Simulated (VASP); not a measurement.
# NbBAs (P4/nmm) in VASP: single point with r2SCAN

Aim: the single point of NbBAs with r2SCAN.

Program: VASP 6.6.1. These are calculated values, not measurements. Logs are shortened: lines on timing, memory, paths and dates and some standing lists are left out, and cuts for length are marked.

## (1) The cell of the first run

It takes space group P4/nmm (No. 129, tetragonal). The conventional cell has a = 3.273 Å, b = 3.273 Å, c = 7.349 Å, α = 90.00°, β = 90.00°, γ = 90.00°. B (site symmetry -4m2) has 4 B at 2.31 Å and 4 Nb at 2.49 Å within 3.1 Å. Within 3.4 Å of As (site symmetry 4mm) lie 5 Nb at 2.52 to 2.59 Å and 8 As at 2.81 to 3.27 Å and 4 B at 3.31 Å. Within 3.3 Å of Nb (site symmetry 4mm) lie 4 B at 2.49 Å and 5 As at 2.52 to 2.59 Å and 4 Nb at 3.27 Å.

## (2) Single point, r2SCAN

The input, POSCAR:

```
NbBAs
1.0
    3.2726250000      0.0000000000      0.0000000000
    0.0000000000      3.2726250000      0.0000000000
    0.0000000000      0.0000000000      7.3486750000
B As Nb
2 2 2
Direct
    0.0000000000      0.0000000000      0.0000000000
    0.5000000000      0.5000000000      0.0000000000
    0.5000000000      0.0000000000      0.6090000000
    0.0000000000      0.5000000000      0.3910000000
    0.5000000000      0.0000000000      0.2560000000
    0.0000000000      0.5000000000      0.7440000000
```

The input, INCAR.step1:

```
SYSTEM = NbBAs
PREC = Accurate
ENCUT = 520
ISMEAR = -1
SIGMA = 0.1
LREAL = .False.
LASPH = .True.
NELM = 60
NBANDS = 30
GGA = PE
ALGO = Normal
EDIFF = 1E-4
LWAVE = .True.
LCHARG = .False.
```

The input, INCAR.step2:

```
SYSTEM = NbBAs
PREC = Accurate
ENCUT = 520
EDIFF = 1E-6
ISMEAR = -1
SIGMA = 0.1
LREAL = .False.
LASPH = .True.
NELM = 60
ALGO = Normal
ISIF = 2
LWAVE = .False.
LCHARG = .False.
METAGGA = R2SCAN
LMIXTAU = .True.
NBANDS = 30
ISTART = 1
```

The input, KPOINTS:

```
regular mesh
0
Gamma
  10 10 5
  0 0 0
```

Potentials or basis: VASP PAW PBE potentials, release 64 (B, As, Nb_sv).

The run is started by

```sh
cat potpaw_PBE.64/B/POTCAR potpaw_PBE.64/As/POTCAR potpaw_PBE.64/Nb_sv/POTCAR > POTCAR
cp INCAR.step1 INCAR
mpirun -np 1 vasp_std > vasp.out
cp INCAR.step2 INCAR
mpirun -np 1 vasp_std > vasp.out
```

OUTCAR:

```text
SYSTEM = NbBAs
   PREC = Accurate
   ENCUT = 520
   EDIFF = 1E-6
   ISMEAR = -1
   LREAL = .False.
   LASPH = .True.
   NELM = 60
   ISIF = 2
   METAGGA = R2SCAN
   ISTART = 1

 ion  position               nearest neighbor table
   1  0.000  0.000  0.000-   5 2.49   6 2.49   6 2.49   5 2.49
   2  0.500  0.500  0.000-   5 2.49   6 2.49   5 2.49   6 2.49
   3  0.500  0.000  0.609-   6 2.52   6 2.52   6 2.52   6 2.52   5 2.59   4 2.81   4 2.81   4 2.81
                             4 2.81
   4  0.000  0.500  0.391-   5 2.52   5 2.52   5 2.52   5 2.52   6 2.59   3 2.81   3 2.81   3 2.81
                             3 2.81
   5  0.500  0.000  0.256-   1 2.49   2 2.49   2 2.49   1 2.49   4 2.52   4 2.52   4 2.52   4 2.52
                             3 2.59
   6  0.000  0.500  0.744-   1 2.49   2 2.49   1 2.49   2 2.49   3 2.52   3 2.52   3 2.52   3 2.52
                             4 2.59

  LATTYP: Found a simple tetragonal cell.
 ALAT       =     3.2726250000
 C/A-ratio  =     2.2454986441

  Lattice vectors:

 A1 = (   3.2726250000,   0.0000000000,   0.0000000000)
 A2 = (   0.0000000000,   3.2726250000,   0.0000000000)
 A3 = (   0.0000000000,   0.0000000000,   7.3486750000)

Analysis of symmetry for initial positions (statically):
=====================================================================
 Subroutine PRICEL returns:
 Original cell was already a primitive cell.

 Routine SETGRP: Setting up the symmetry group for a
 simple tetragonal supercell.

 Subroutine GETGRP returns: Found 16 space group operations
 (whereof  8 operations were pure point group operations)
 out of a pool of 16 trial point group operations.

The static configuration has the point symmetry D_2d.
 The point group associated with its full space group is D_4h.

Analysis of symmetry for dynamics (positions and initial velocities):
=====================================================================
 Subroutine PRICEL returns:
 Original cell was already a primitive cell.

 Routine SETGRP: Setting up the symmetry group for a
 simple tetragonal supercell.

 Subroutine GETGRP returns: Found 16 space group operations
 (whereof  8 operations were pure point group operations)
 out of a pool of 16 trial point group operations.

The dynamic configuration has the point symmetry D_2d.
 The point group associated with its full space group is D_4h.

 Subroutine INISYM returns: Found 16 space group operations
 (whereof  8 operations are pure point group operations),
 and found     1 'primitive' translations

----------------------------------------------------------------------------------------

                                     Primitive cell

  volume of cell :      78.7049

  direct lattice vectors                    reciprocal lattice vectors
     3.272625000  0.000000000  0.000000000     0.305565104  0.000000000  0.000000000
     0.000000000  3.272625000  0.000000000     0.000000000  0.305565104  0.000000000
     0.000000000  0.000000000  7.348675000     0.000000000  0.000000000  0.136078953

  length of vectors
     3.272625000  3.272625000  7.348675000     0.305565104  0.305565104  0.136078953

  position of ions in fractional coordinates (direct lattice)
     0.000000000  0.000000000  0.000000000
     0.500000000  0.500000000  0.000000000
     0.500000000  0.000000000  0.609000000
     0.000000000  0.500000000  0.391000000
     0.500000000  0.000000000  0.256000000
     0.000000000  0.500000000  0.744000000

  ion indices of the primitive-cell ions
   primitive index   ion index
                 1           1
                 2           2
                 3           3
                 4           4
                 5           5
                 6           6

----------------------------------------------------------------------------------------

 KPOINTS: regular mesh

Automatic generation of k-mesh.
 Grid dimensions read from file:
 generate k-points for:   10   10    5

 Generating k-lattice:

  Cartesian coordinates                     Fractional coordinates (reciprocal lattice)
     0.030556510  0.000000000  0.000000000     0.100000000  0.000000000  0.000000000
     0.000000000  0.030556510  0.000000000     0.000000000  0.100000000  0.000000000
     0.000000000  0.000000000  0.027215791     0.000000000  0.000000000  0.200000000

  Length of vectors
     0.030556510  0.030556510  0.027215791

  Shift w.r.t. Gamma in fractional coordinates (k-lattice)
     0.000000000  0.000000000  0.000000000

 Subroutine IBZKPT returns following result:
 ===========================================

 Found     63 irreducible k-points:

 Following reciprocal coordinates:
            Coordinates               Weight
  0.000000  0.000000  0.000000      1.000000
  0.100000  0.000000  0.000000      4.000000
  0.200000  0.000000  0.000000      4.000000
  0.300000  0.000000  0.000000      4.000000
  0.400000  0.000000  0.000000      4.000000
  0.500000  0.000000  0.000000      2.000000
[... 16 lines left out ...]
  0.100000  0.000000  0.200000      8.000000
  0.200000  0.000000  0.200000      8.000000
 [... further k-points ...]
   k-points           NKPTS =     63   k-points in BZ     NKDIM =     63   number of bands    NBANDS=     30
   number of dos      NEDOS =    301   number of ions     NIONS =      6
   total plane-waves  NPLWV =  32256
   dimension x,y,z NGX =    24 NGY =   24 NGZ =   56
   dimension x,y,z NGXF=    48 NGYF=   48 NGZF=  112
   ions per type =               2   2   2
   NGX,Y,Z   is equivalent  to a cutoff of  12.19, 12.19, 12.67 a.u.
   NGXF,Y,Z  is equivalent  to a cutoff of  24.38, 24.38, 25.34 a.u.
 SYSTEM =  NbBAs
   PREC   = accura    normal or accurate (medium, high low for compatibility)
   ISTART =      1    job   : 0-new  1-cont  2-samecut
   ICHARG =      0    charge: 1-file 2-atom 10-const
   ISPIN  =      1    spin polarized calculation?
   LNONCOLLINEAR =      F non collinear calculations
   LSORBIT =      F    spin-orbit coupling
   LASPH  =      T    aspherical Exc in radial PAW
   ENCUT  =  520.0 eV  38.22 Ry    6.18 a.u.   6.08  6.08 13.66*2*pi/ulx,y,z
   NELM   =     60;   NELMIN=  2; NELMDL=  0     # of ELM steps
   EDIFF  = 0.1E-05   stopping-criterion for ELM
   LREAL  =      F    real-space projection
   EDIFFG = 0.1E-04   stopping-criterion for IOM
   NSW    =      0    number of steps for IOM
   IBRION =     -1    ionic relax: 0-MD 1-quasi-New 2-CG
   NFREE  =      0    steps in history (QN), initial steepest desc. (CG)
   ISIF   =      2    stress and relaxation
   ISYM   =      2    0-nonsym 1-usesym 2-fastsym
   POTIM  = 0.5000    time-step for ionic-motion
   TEBEG  =    0.0;   TEEND  =   0.0 temperature during run
   PSTRESS=    0.0 pullay stress
   NELECT =      42.0000    total number of electrons
   NUPDOWN=      -1.0000    fix difference up-down
   EMIN   =  10.00;   EMAX   =-10.00  energy-range for DOS
   EFERMI =   0.00;   METHOD = LEGACY
   ISMEAR =    -1;   SIGMA  =   0.10  broadening in eV -4-tet -1-fermi 0-gaus
   EFERMI_NEDOS =   21; number of points for ismear=-14 and -15
   IALGO  =     38    algorithm
   IMIX   =      4    mixing-type and parameters
     AMIX     =   0.40;   BMIX     =  1.00
     AMIX_MAG =   1.60;   BMIX_MAG =  1.00
  volume/ion in A,a.u.               =      13.12        88.52
  Fermi-wavevector in a.u.,A,eV,Ry     =   1.327876  2.509321 23.990525  1.763254
  Thomas-Fermi vector in A             =   2.457155
   LORBIT       =      0    0 simple, 1 ext, 2 COOP (PROOUT), +10 PAW based schemes
   METAGGA = R2SCAN    functional components
   LHFCALC =     F    Hartree Fock is set to
   AEXX    =    0.0000 exact exchange contribution
   IVDW    =     0    specifies the selected vdW correction
   LEPSILON=     F    determine dielectric tensor
   LRPA    =     F    only Hartree local field effects (RPA)
 non-spin polarized calculation
  energy-cutoff  :      520.00
  volume of cell :       78.70
 maximum number of plane-waves:      2156
   NGX = 13   NGY = 13   NGZ = 27

 number of electron      41.9999997 magnetization

 Free energy of the ion-electron system (eV)
  ---------------------------------------------------
  ext. energy  EPLUGINS =         0.00000000
  ---------------------------------------------------
  free energy    TOTEN  =       -93.90906303 eV

  energy without entropy =      -93.84961783  energy(sigma->0) =      -93.87934043

 E-fermi :   9.3867     XC(G=0): -13.0847

 val. band max:        9.3753092373   @ k =   0.2000   0.2000   0.2000
 cond. band min:       9.3993431085   @ k =   0.1000   0.1000   0.4000
 fundamental gap:      0.0240338712
 Fermi energy:         9.3867121611

 k-point     1 :       0.0000    0.0000    0.0000
  band No.  band energies     occupation
      1     -46.7422      2.00000
      2     -46.7386      2.00000
      3     -22.2907      2.00000
      4     -22.1911      2.00000
      5     -22.0656      2.00000
      6     -22.0656      2.00000
[... 22 lines left out ...]
     29      15.9656      0.00000
     30      16.1154      0.00000

 k-point     2 :       0.1000    0.0000    0.0000
  band No.  band energies     occupation
      1     -46.7395      2.00000
      2     -46.7361      2.00000
      3     -22.2841      2.00000
      4     -22.1887      2.00000
      5     -22.1019      2.00000
      6     -22.0907      2.00000
[... 22 lines left out ...]
     29      15.9848      0.00000
     30      16.1288      0.00000

 k-point     3 :       0.2000    0.0000    0.0000
  band No.  band energies     occupation
      1     -46.7324      2.00000
      2     -46.7295      2.00000
      3     -22.2686      2.00000
      4     -22.1969      2.00000
      5     -22.1824      2.00000
      6     -22.1821      2.00000
[... 682 lines left out ...]
     29      15.4527      0.00000
     30      15.6700      0.00000

 k-point    24 :       0.2000    0.0000    0.2000
  band No.  band energies     occupation
      1     -46.7322      2.00000
      2     -46.7297      2.00000
      3     -22.2647      2.00000
      4     -22.1955      2.00000
      5     -22.1919      2.00000
      6     -22.1781      2.00000
[... 22 lines left out ...]
     29      15.0505      0.00000
     30      15.9478      0.00000

 [... further k-points ...]

------------------------ aborting loop because EDIFF is reached ----------------------------------------

  FORCE on cell =-STRESS in cart. coord.  units (eV):
  Direction    XX          YY          ZZ          XY          YZ          ZX
  --------------------------------------------------------------------------------------
  -------------------------------------------------------------------------------------
  Total        6.2539757      6.2539757      8.1322421      0.0000000      0.0000000      0.0000000
  in kB      127.3107991    127.3107991    165.5462527      0.0000000      0.0000000      0.0000000
  external PRESSURE =     140.0559503 kB  Pullay stress =       0.0000000 kB

 VOLUME and BASIS-vectors are now :
 -----------------------------------------------------------------------------
  energy-cutoff  :      520.00
  volume of cell :       78.70
      direct lattice vectors                 reciprocal lattice vectors
     3.272625000  0.000000000  0.000000000     0.305565104  0.000000000  0.000000000
     0.000000000  3.272625000  0.000000000     0.000000000  0.305565104  0.000000000
     0.000000000  0.000000000  7.348675000     0.000000000  0.000000000  0.136078953

 POSITION                                       TOTAL-FORCE (eV/Angst)
 -----------------------------------------------------------------------------------
      0.00000      0.00000      0.00000         0.000000      0.000000      0.000000
      1.63631      1.63631      0.00000         0.000000      0.000000      0.000000
      1.63631      0.00000      4.47534         0.000000      0.000000      0.457585
      0.00000      1.63631      2.87333        -0.000000      0.000000     -0.457585
      1.63631      0.00000      1.88126         0.000000      0.000000     -3.720423
      0.00000      1.63631      5.46741        -0.000000      0.000000      3.720423
 -----------------------------------------------------------------------------------
    total drift:                                0.000000      0.000000      0.000000

  FREE ENERGIE OF THE ION-ELECTRON SYSTEM (eV)
  ---------------------------------------------------
  free  energy   TOTEN  =       -93.9090630261 eV

  energy  without entropy=      -93.8496178339  energy(sigma->0) =      -93.87934043
```

Run time: 4.9 min. Hardware: 1 thread of Intel Xeon Platinum 8259CL at 2.50GHz (Skylake/Cascade Lake), shared host; peak memory 0.28 GiB.

What came out:

- Free energy: -93.9091 eV
- Pressure: 14.0 GPa
- Largest force: 3.720 eV/Å
- Band gap on the k mesh: zero (bands 21 and 22 overlap by 2.72 eV)

Forces on the atoms (eV/Å):
```
B    0.000  0.000  0.000
B    0.000  0.000  0.000
As   0.000  0.000  0.458
As   0.000  0.000 -0.458
Nb   0.000  0.000 -3.720
Nb   0.000  0.000  3.720
```

Levels at points of the mesh, in eV from the Fermi level:
```tsv
k point	band 19	band 20	band 21	band 22	band 23	band 24
(0.00, 0.00, 0.00)	-0.54	0.51	0.51	0.78	1.97	2.13
(0.50, 0.00, 0.00)	-0.62	-0.62	0.32	0.32	3.09	3.09
(0.50, 0.50, 0.00)	-2.57	-2.57	-0.66	-0.66	4.03	4.03
```

Caveat: the cell stands under pressure; the PAW data sets were made with another functional, which shifts forces and pressure a little.

The gap in the log of VASP goes by the Fermi energy; the results here count the filled bands.